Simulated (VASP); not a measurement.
A run of VASP 6.6.1 is set up as follows.

Contents of POSCAR:

```
TiAl
1.0
    3.1713456452      0.0000000000      0.0000000000
    0.0000000000      3.1713456452      0.0000000000
    0.0000000000      0.0000000000      3.1713456452
Ti Al
1 1
Direct
    0.0000000000      0.0000000000      0.0000000000
    0.5000000000      0.5000000000      0.5000000000
```

Contents of INCAR.step1:

```
SYSTEM = TiAl
  PREC = Accurate
  ENCUT = 520
  ISMEAR = 0
  SIGMA = 0.15
  LREAL = .FALSE.
  LASPH = .TRUE.
  NELM = 100
  NBANDS = 14
  GGA = PE
  ALGO = Normal
  EDIFF = 1E-4
  LWAVE = .TRUE.
  LCHARG = .FALSE.
```

File INCAR.step2:

```
SYSTEM = TiAl
  PREC = Accurate
  ENCUT = 520
  EDIFF = 1E-7
  ISMEAR = 0
  SIGMA = 0.15
  LREAL = .FALSE.
  LASPH = .TRUE.
  NELM = 100
  ALGO = Normal
  ISIF = 2
  LWAVE = .FALSE.
  LCHARG = .FALSE.
  METAGGA = R2SCAN
  LMIXTAU = .TRUE.
  NBANDS = 14
  ISTART = 1
```

KPOINTS

```
regular mesh
0
G
  10 10 10
  0 0 0
```

Potentials or basis: VASP PAW PBE potentials, release 64 (Ti_sv, Al).

The run is started by

```bash
$ cat potpaw_PBE.64/Ti_sv/POTCAR potpaw_PBE.64/Al/POTCAR > POTCAR
$ cp INCAR.step1 INCAR
$ mpirun -np 1 vasp_std > vasp.out
$ cp INCAR.step2 INCAR
$ mpirun -np 1 vasp_std > vasp.out
```

(1) Predict the pressure.

Results:

(1) 0.2 GPa.

Caveat: the PAW data sets were made with another functional, which shifts forces and pressure a little.
